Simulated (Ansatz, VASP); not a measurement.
# SnTe: VASP beside Ansatz

File INCAR:

```
PREC     = Accurate       # precision mode
ENCUT    = 520            # plane-wave cutoff, eV
EDIFF    = 1E-6           # SCF threshold, eV
ISMEAR   = 0              # smearing method
SIGMA    = 0.01           # smearing width, eV
LREAL    = F              # projectors in reciprocal space
LASPH    = T              # aspherical terms in the spheres
NELM     = 100            # most SCF steps
ALGO     = Normal         # electronic algorithm
ISIF     = 2              # what is computed and relaxed
LWAVE    = F              # write WAVECAR
LCHARG   = F              # write CHGCAR
GGA      = PE             # functional
NBANDS   = 28             # bands
```

The input KPOINTS:

```
Automatic mesh
0
Gamma
  6 6 4
```

Contents of POSCAR:

```
SnTe
1.0
    5.3713286445      0.0000000000      0.0000000000
   -2.6856643223      4.6517070582      0.0000000000
    0.0000000000      0.0000000000      6.4452358419
Sn Te
2 2
Direct
    0.3333333333      0.6666666667     -0.0502760678
    0.6666666667      0.3333333333      0.4497239322
    0.3333333333      0.6666666667      0.4252760678
    0.6666666667      0.3333333333      0.9252760678
```

Input for Ansatz:

```yaml
crystal:
  lattice:
    - [5.3713286445, 0.0, 0.0]
    - [-2.6856643223, 4.6517070582, 0.0]
    - [0.0, 0.0, 6.4452358419]
  atoms:
    - { symbol: Sn, position: [0.3333333333, 0.6666666667, -0.0502760678] }
    - { symbol: Sn, position: [0.6666666667, 0.3333333333, 0.4497239322] }
    - { symbol: Te, position: [0.3333333333, 0.6666666667, 0.4252760678] }
    - { symbol: Te, position: [0.6666666667, 0.3333333333, 0.9252760678] }
kpoints:
  mp_grid: { grid: [6, 6, 4] }
hamiltonian:
  xc: pbe
scf:
  occupations: { method: fixed }
  n_extra_bands: 5
output:
  forces: true
  stress: true
  eigenvalues: true
```

Alike in both runs: task single point; functional PBE; k mesh 6 × 6 × 4; no spin polarisation.

|  | VASP | Ansatz |
| --- | --- | --- |
| version | VASP 6.6.1 | Ansatz 0.2.0 |
| potentials or method | VASP PAW PBE potentials, release 64 (Sn_d, Te) | plane waves, PAW |
| plane-wave cutoff (eV) | 520 | 420 |
| occupations | gaussian, width 0.01 eV | fixed |
| valence electrons in the cell | 40 | 60 |

VASP gave:

- gap on the k mesh at the Fermi level (eV): 0.54
- pressure (GPa): 1.0
- traceless stress, the component that is largest in VASP (GPa): 0.05
- rms of the force components (eV/Å): 0.029

Q: Estimate Ansatz's values.

A: gap on the k mesh at the Fermi level (eV): 0.54; pressure (GPa): 1.0; traceless stress, the component that is largest in VASP (GPa): 0.04; rms of the force components (eV/Å): 0.026.

Atom by atom the forces differ by 0.003 eV/Å (rms over components). VASP's potentials hold 40 valence electrons a cell and Ansatz's 60, so a difference there can come from the potentials and not from the codes.

Spin-orbit coupling is off throughout.
